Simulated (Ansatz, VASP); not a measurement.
Ba: VASP beside Ansatz

```
Ba
1.0
     0.00000    5.44316    5.44316
     5.44316    0.00000    5.44316
     5.44316    5.44316    0.00000
Ba
2
Direct
  0.12500 0.12500 0.12500
  0.87500 0.87500 0.87500
```

Alike in both runs: functional BLYP; k mesh 6 × 6 × 6; occupations fermi-dirac, width 0.1 eV; no spin polarisation.

Ansatz relaxed the structure, and its values are those at the end. VASP's run is a single point on that final structure, the one shown.

|  | VASP | Ansatz |
| --- | --- | --- |
| version | VASP 6.6.1 | Ansatz 0.2.0 |
| potentials or method | VASP PAW PBE potentials, release 64 (Ba_sv), cutoff 520 eV | plane waves (420 eV) with PAW, scalar-relativistic |
| valence electrons in the cell | 20 | 20 |

```csv
,VASP,Ansatz,Ansatz less VASP
pressure (GPa),0.0,0.0,0.00
```

VASP's potentials were made for PBE, not for BLYP. Ansatz's warnings: xc potential rough in thin density.

Spin-orbit coupling is off throughout.
